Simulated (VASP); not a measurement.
**Al: single point with PBEsol+D3(BJ)**

Crystal: Al.

```
CELL_PARAMETERS angstrom
2.85749 0.00000 0.00000
-1.42875 2.47466 0.00000
0.00000 0.00000 8.83079
ATOMIC_POSITIONS crystal
Al 0.00000 0.00000 0.00000
Al 0.33333 0.66667 0.25000
Al 0.00000 0.00000 0.50000
Al 0.66667 0.33333 0.75000
```

This isn't the form of Al at room conditions, which is fcc.

```
Program                : VASP 6.6.1
Task                   : single point
Functional             : PBEsol
Dispersion             : D3(BJ)
Potentials or basis    : VASP PAW PBE potentials, release 64 (Al)
Cutoff                 : 520 eV
k mesh                 : 18 × 18 × 6
Occupations            : gaussian, width 0.15 eV
Spin                   : no spin polarisation
Dipole correction      : no
Further INCAR settings : ALGO = Fast; EDIFF = 1e-07; NBANDS = 14
```

- Pressure: 0.4 GPa
- Band gap on the k mesh: zero (bands 6 and 7 overlap by 6.53 eV)
- Dispersion energy per atom: -0.336 eV

Stress tensor (GPa, compression positive):
```
-1.27  0.00  0.00
 0.00 -1.27  0.00
 0.00  0.00  3.88
```

Levels at points of the mesh, in eV from the Fermi level:
| k point | band 3 | band 4 | band 5 | band 6 | band 7 | band 8 | band 9 | band 10 |
| --- | --- | --- | --- | --- | --- | --- | --- | --- |
| (0.00, 0.00, 0.00) | -9.64 | -4.49 | -3.76 | 4.62 | 4.65 | 10.19 | 10.19 | 10.41 |
| (0.50, 0.00, 0.00) | -4.18 | -4.08 | -3.53 | -3.42 | 0.88 | 1.33 | 1.92 | 2.16 |
| (0.00, 0.00, 0.50) | -7.33 | -7.33 | -0.10 | -0.10 | 9.87 | 9.87 | 10.54 | 10.54 |
| (0.50, 0.00, 0.50) | -5.12 | -5.12 | -1.88 | -1.88 | -1.17 | -1.17 | 5.06 | 5.06 |

Run time: 3.2 min on 1 thread of Intel Xeon 8259CL, on a shared host, peak memory 0.26 GiB.

Caveat: the stress differs along the axes, from -1 to 4 GPa; the PAW data sets were made with another functional, which shifts forces and pressure a little.
